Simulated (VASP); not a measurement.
The system is YTe.

```
CELL_PARAMETERS angstrom
0.00000 3.04000 3.04000
3.04000 0.00000 3.04000
3.04000 3.04000 0.00000
ATOMIC_POSITIONS crystal
Y 0.50000 0.50000 0.50000
Te 0.00000 0.00000 0.00000
```

Base run:

```yaml
Program: VASP 6.6.1
Functional: PBEsol
Potentials_or_basis: VASP PAW PBE potentials, release 64 (Y_sv, Te)
Cutoff: 520 eV
k_mesh: 8 × 8 × 8
Occupations: methfessel-paxton, width 0.05 eV
Spin: no spin polarisation
```

Its results: pressure 0.1 GPa.

The run is repeated on the same cell with these changes: functional from PBEsol to BLYP; further incar settings from ALGO = Normal; EDIFF = 1e-07; NBANDS = 16 to ALGO = Normal; EDIFF = 1e-06; NBANDS = 16. What comes out?

Pressure 7.0 GPa.

Caveats: the PAW data sets were made with another functional, which shifts forces and pressure a little.
